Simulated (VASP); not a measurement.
Ge, 8 atoms in the cell. It takes space group P6_3/mmc (No. 194, hexagonal). Conventional cell: a = 4.003 Å, b = 4.003 Å, c = 13.157 Å, α = 90.00°, β = 90.00°, γ = 120.00°. Ge (site symmetry 3m) has 4 Ge at 2.45 Å within 3.2 Å. Within 3.2 Å of Ge (site symmetry 3m) lie 4 Ge at 2.45 to 2.47 Å. This isn't the form of Ge at room conditions, which is diamond.

| Property | Result |
| --- | --- |
| Program | VASP 6.6.1 |
| Task | single point |
| Functional | PBE |
| Potentials or basis | VASP PAW PBE potentials, release 64 (Ge_d) |
| Cutoff | 520 eV |
| k mesh | 12 × 12 × 4 |
| Occupations | gaussian, width 0.05 eV |
| Spin | no spin polarisation |
| Dipole correction | no |
| Further INCAR settings | ALGO = Normal; EDIFF = 1e-07; NBANDS = 66 |

Potentials or basis: VASP PAW PBE potentials, release 64 (Ge_d).

Command:

```console
$ cat potpaw_PBE.64/Ge_d/POTCAR > POTCAR
$ mpirun -np 1 vasp_std > vasp.out
```

Hardware: 1 thread of Oxide Virtual Turin-like Processor, on a shared host.

How long does it take, and how much memory?

Wall time 14 min on 1 thread of Oxide Virtual Turin-like Processor, on a shared host, peak memory 0.54 GiB. Counts: scf iterations 15, k points 57.
